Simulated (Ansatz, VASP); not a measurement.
## Ga: VASP beside Ansatz

```
Ga
1.0
    -1.58736    1.58736    1.58736
     1.58736   -1.58736    1.58736
     1.58736    1.58736   -1.58736
Ga
1
Direct
  0.00000 0.00000 0.00000
```

Change from the starting cell: volume scaled by 0.92, PAW files.

Alike in both runs: task single point; functional LDA; k mesh 16 × 16 × 16; occupations fermi-dirac, width 0.05 eV; no spin polarisation.

|  | VASP | Ansatz |
| --- | --- | --- |
| version | VASP 6.6.1 | Ansatz 0.2.0 |
| potentials or method | VASP PAW LDA potentials, release 64 (Ga_d) | PAW with Ansatz's default frozen-core files, scalar-relativistic |
| plane-wave cutoff (eV) | 520 | 420 |
| valence electrons in the cell | 13 | 13 |

|  | VASP | Ansatz | Ansatz less VASP |
| --- | --- | --- | --- |
| pressure (GPa) | 6.6 | 6.4 | -0.18 |

LDA's correlation is that of Perdew and Zunger in VASP and of Perdew and Wang (1992) in Ansatz.
